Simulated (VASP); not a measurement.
A run of VASP 6.6.1 is set up as follows.

The input INCAR:

```
PREC = Accurate
ENCUT = 520
EDIFF = 1E-6
ISMEAR = 0
SIGMA = 0.1
LREAL = F
LASPH = T
NELM = 100
ALGO = Normal
ISIF = 2
LWAVE = F
LCHARG = F
GGA = PE
NBANDS = 36
```

KPOINTS

```
Automatic mesh
0
Gamma
  3 3 6
```

POSCAR

```
BaTa3O2
1.0
    6.8900377334      0.0000000000      0.0000000000
   -3.4450188667      5.9669477102      0.0000000000
    0.0000000000      0.0000000000      2.9594743933
Ba Ta O
1 3 2
Direct
    0.0000000000      0.0000000000      0.5000000000
    0.5000000000      0.0000000000      0.0000000000
    0.0000000000      0.5000000000      0.0000000000
    0.5000000000      0.5000000000      0.0000000000
    0.3333333333      0.6666666667      0.0000000000
    0.6666666667      0.3333333333      0.0000000000
```

Potentials or basis: VASP PAW PBE potentials, release 64 (Ba_sv, Ta_pv, O).

Command:

```sh
$ cat potpaw_PBE.64/Ba_sv/POTCAR potpaw_PBE.64/Ta_pv/POTCAR potpaw_PBE.64/O/POTCAR > POTCAR
$ mpirun -np 1 vasp_std > vasp.out
```

Problem. Predict the pressure.

Solution. 0.4 GPa.

Problem. Estimate the band gap on the k mesh.

Solution. Zero (an odd number of electrons rules out a gap without spin polarisation).

Stress tensor (GPa, compression positive):
```
0.31 0.00 0.00
0.00 0.31 0.00
0.00 0.00 0.64
```

Caveat: spin-orbit coupling is left out, which moves the levels of the heavy elements; an odd number of electrons without spin polarisation forces a metal; a magnetic or distorted state may lie lower.
